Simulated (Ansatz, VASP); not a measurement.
## RuAu: VASP beside Ansatz

File POSCAR:

```
RuAu
1.0
    3.1648100000      0.0000000000      0.0000000000
    0.0000000000      3.1648100000      0.0000000000
    0.0000000000      0.0000000000      3.1648100000
Ru Au
1 1
Direct
    0.0000000000      0.0000000000      0.0000000000
    0.5000000000      0.5000000000      0.5000000000
```

Contents of INCAR.step1:

```
PREC = Accurate
ENCUT = 600
EDIFF = 1E-5
ISMEAR = -1
SIGMA = 0.05
LREAL = F
LASPH = T
NELM = 100
ALGO = Normal
LWAVE = T
LCHARG = F
GGA = PE
NBANDS = 20
```

The input INCAR.step2:

```
PREC = Accurate
ENCUT = 600
EDIFF = 1E-6
ISMEAR = -1
SIGMA = 0.05
LREAL = F
LASPH = T
NELM = 100
ALGO = Normal
ISIF = 3
LWAVE = F
LCHARG = F
GGA = PS
LHFCALC = T
AEXX = 0.25
PRECFOCK = Normal
IBRION = 2
NSW = 60
EDIFFG = -0.01
ISTART = 1
```

KPOINTS

```
regular mesh
0
Gamma
  4 4 4
```

input

```
crystal:
  lattice:
    - [3.16481, 0.0, 0.0]
    - [0.0, 3.16481, 0.0]
    - [0.0, 0.0, 3.16481]
  atoms:
    - { symbol: Ru, position: [0.0, 0.0, 0.0] }
    - { symbol: Au, position: [0.5, 0.5, 0.5] }
hamiltonian:
  xc: { exchange: pbesol, correlation: pbesol, exx: { coeff: 0.25 } }
  pseudopotentials: { kind: paw }
kpoints:
  mp_grid: { grid: [4, 4, 4] }
scf:
  occupations: { method: fermi_dirac, width: 0.05 }
output:
  forces: true
  stress: true
  eigenvalues: true
relax:
  f_tol: 0.01
  max_steps: 40
  cell: { stress_tol: 0.05 }
```

Alike in both runs: task relaxation of cell and atoms; functional PBEsol-based global hybrid with a share of 0.25 of exact exchange; k mesh 4 × 4 × 4; occupations fermi-dirac, width 0.05 eV; no spin polarisation.

```csv
,VASP,Ansatz
version,VASP 6.6.1,Ansatz 0.2.0
potentials or method,"VASP PAW PBE potentials, release 64 (Ru_pv, Au)",Ansatz PAW
plane-wave cutoff (eV),600,420
valence electrons in the cell,25,35
```

```csv
,VASP,Ansatz,Ansatz less VASP
"gap on the k mesh at the Fermi level, each at its own relaxed structure (eV)",none,none,-
relaxed volume (Å³/atom),14.93,14.93,-0.002
relaxed length of the cell vector where the two differ most in proportion (Å),3.102,3.102,-0.0001
```

VASP's potentials were made for PBE, not for PBEsol-based global hybrid. A gap of «none» marks a metal or a gap that the smearing closes. VASP's potentials hold 25 valence electrons a cell and Ansatz's 35, so a difference there can come from the potentials and not from the codes.

The k mesh is coarse, so the values compare programs but aren't converged. Spin-orbit coupling is off throughout. Noted on Ansatz's run: the plane-wave basis is chosen anew once the cell has moved, so the energies of steps on either side of that aren't comparable.
